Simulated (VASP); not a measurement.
Input of a VASP 6.6.1 run:

Contents of INCAR:

```
SYSTEM = Al2O3
PREC = Accurate ; ENCUT = 520
EDIFF = 1E-6 ; ISMEAR = 0
SIGMA = 0.1 ; LREAL = .False.
LASPH = .True. ; NELM = 80
ALGO = Normal ; ISIF = 2
LWAVE = .False. ; LCHARG = .True.
GGA = PE ; LELF = .True.
LVHAR = .True. ; NBANDS = 20
```

Contents of KPOINTS:

```
regular mesh
0
Gamma
  6 6 4
  0 0 0
```

The input POSCAR:

```
Al2O3
1.0
    2.7988444194      0.0000000000      0.0000000000
    0.0000000000      2.7988444194      0.0000000000
    0.0000000000      0.0000000000      6.2599944267
Al O
2 3
Direct
    0.0000000000      0.0000000000      0.5000000000
    0.5000000000      0.5000000000      0.0000000000
    0.0000000000      0.0000000000      0.0000000000
    0.0000000000      0.5000000000      0.3299721309
    0.5000000000      0.0000000000      0.6700278691
```

Potentials or basis: VASP PAW PBE potentials, release 64 (Al, O).

Command:

```sh
$ cat potpaw_PBE.64/Al/POTCAR potpaw_PBE.64/O/POTCAR > POTCAR
$ mpirun -np 1 vasp_std > vasp.out
```

Problem. Estimate the band gap on the k mesh.

Solution. 2.08 eV (least direct gap 2.28 eV).

Problem. What does it give for the largest force?

Solution. 0.034 eV/Å.

Problem. Predict the pressure.

Solution. 0.0 GPa.

Forces on the atoms (eV/Å):
```
Al   0.000  0.000  0.000
Al   0.000  0.000  0.000
O    0.000  0.000  0.000
O    0.000  0.000 -0.034
O    0.000  0.000  0.034
```

A k mesh can miss the band edges.
